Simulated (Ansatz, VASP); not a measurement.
# Two plane-wave programs on CdS

```
Cd S
1.0
     4.15469    0.00000    0.00000
    -2.07735    3.59807    0.00000
     0.00000    0.00000    6.76141
Cd S
2 2
Cartesian
  0.0000 2.3987 0.0017
  2.0773 1.1994 3.3824
  0.0000 2.3987 2.5474
  2.0773 1.1994 5.9281
```

Change from the starting cell: strained cell.

Alike in both runs: functional PBE; k mesh 6 × 6 × 4; occupations gaussian, width 0.02 eV; no spin polarisation.

Ansatz relaxed the structure, and its values are those at the end. VASP's run is a single point on that final structure, the one shown.

|  | VASP | Ansatz |
| --- | --- | --- |
| version | VASP 6.6.1 | Ansatz 0.2.0 |
| potentials or method | VASP PAW PBE potentials, release 64 (Cd, S), cutoff 500 eV | scalar-relativistic, plane waves, PAW |
| valence electrons in the cell | 36 | 52 |

```tsv
	VASP	Ansatz	Ansatz less VASP
gap on the k mesh at the Fermi level (eV)	1.18	1.18	-0.003
least direct gap on the mesh (eV)	1.18	1.18	-0.003
pressure (GPa)	2.0	1.7	-0.30
```

VASP's potentials hold 36 valence electrons a cell and Ansatz's 52, so a difference there can come from the potentials and not from the codes. Ansatz's warnings: stress scf threshold loose.
